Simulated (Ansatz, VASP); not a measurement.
## PbS in VASP and in Ansatz

```
Pb S
1.0
     0.00000    2.96793    2.96793
     2.96793    0.00000    2.96793
     2.96793    2.96793    0.00000
Pb S
1 1
Direct
  0.00000 0.00000 0.00000
  0.50000 0.50000 0.50000
```

Alike in both runs: task relaxation of cell and atoms; functional PBE; k mesh 10 × 10 × 10; occupations gaussian, width 0.02 eV; no spin polarisation.

|  | VASP | Ansatz |
| --- | --- | --- |
| version | VASP 6.6.1 | Ansatz 0.2.0 |
| potentials or method | VASP PAW PBE potentials, release 64 (Pb_d, S), cutoff 500 eV | scalar-relativistic, plane waves, PAW |
| valence electrons in the cell | 20 | 20 |

```tsv
	VASP	Ansatz	Ansatz less VASP
gap on the k mesh at the Fermi level, each at its own relaxed structure (eV)	0.50	0.49	-0.003
relaxed volume (Å³/atom)	27.09	27.12	+0.032
relaxed cell length with the largest relative difference (Å)	4.247	4.249	+0.0017
```

Spin-orbit coupling is off throughout.
